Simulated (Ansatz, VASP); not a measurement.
## NaF: VASP beside Ansatz

```
Na F
1.0
     0.00000    2.31510    2.31510
     2.31510    0.00000    2.31510
     2.31510    2.31510    0.00000
Na F
1 1
Direct
  0.00000 0.00000 0.00000
  0.50000 0.50000 0.50000
```

Alike in both runs: functional PBEsol; k mesh 8 × 8 × 8; occupations gaussian, width 0.02 eV; no spin polarisation.

Ansatz relaxed the structure, and its values are those at the end. VASP's run is a single point on that final structure, the one shown.

```csv
,VASP,Ansatz
version,VASP 6.6.1,Ansatz 0.2.0
potentials or method,"VASP PAW PBE potentials, release 64 (Na_pv, F), cutoff 520 eV","scalar-relativistic, plane waves, PAW"
valence electrons in the cell,14,16
```

```csv
,VASP,Ansatz,Ansatz less VASP
gap on the k mesh at the Fermi level (eV),6.17,6.19,+0.022
least direct gap on the mesh (eV),6.17,6.19,+0.022
pressure (GPa),-0.1,0.0,+0.08
```

VASP's potentials were made for PBE, not for PBEsol. VASP's potentials hold 14 valence electrons a cell and Ansatz's 16, so a difference there can come from the potentials and not from the codes.
